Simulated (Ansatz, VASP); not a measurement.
Pd4Pt in VASP and in Ansatz

```
CELL_PARAMETERS angstrom
0.00000 3.63993 3.63993
3.63993 0.00000 3.63993
3.63993 3.63993 0.00000
ATOMIC_POSITIONS crystal
Pd 0.37515 0.37515 0.37515
Pd 0.37515 0.37515 0.87456
Pd 0.37515 0.87456 0.37515
Pd 0.87456 0.37515 0.37515
Pt 0.75000 0.75000 0.75000
```

Alike in both runs: functional PBE; k mesh 4 × 4 × 4; occupations gaussian, width 0.2 eV; no spin polarisation.

Ansatz relaxed the structure, and its values are those at the end. VASP's run is a single point on that final structure, the one shown.

|  | VASP | Ansatz |
| --- | --- | --- |
| version | VASP 6.6.1 | Ansatz 0.2.0 |
| potentials or method | VASP PAW PBE potentials, release 64 (Pd, Pt), cutoff 520 eV | scalar-relativistic, plane waves, PAW |
| valence electrons in the cell | 50 | 90 |

VASP gave:

```
gap on the k mesh at the Fermi level (eV) : none
pressure (GPa)                            : 0.4
```

Estimate Ansatz's values.

gap on the k mesh at the Fermi level (eV): none; pressure (GPa): 0.7.

A gap of «none» marks a metal or a gap that the smearing closes. The functional is the same, so the differences come from potentials, cutoffs and numerics. VASP's potentials hold 50 valence electrons a cell and Ansatz's 90, so a difference there can come from the potentials and not from the codes.

The k mesh is coarse, so the values compare programs but aren't converged. Neither program's run includes spin-orbit coupling.
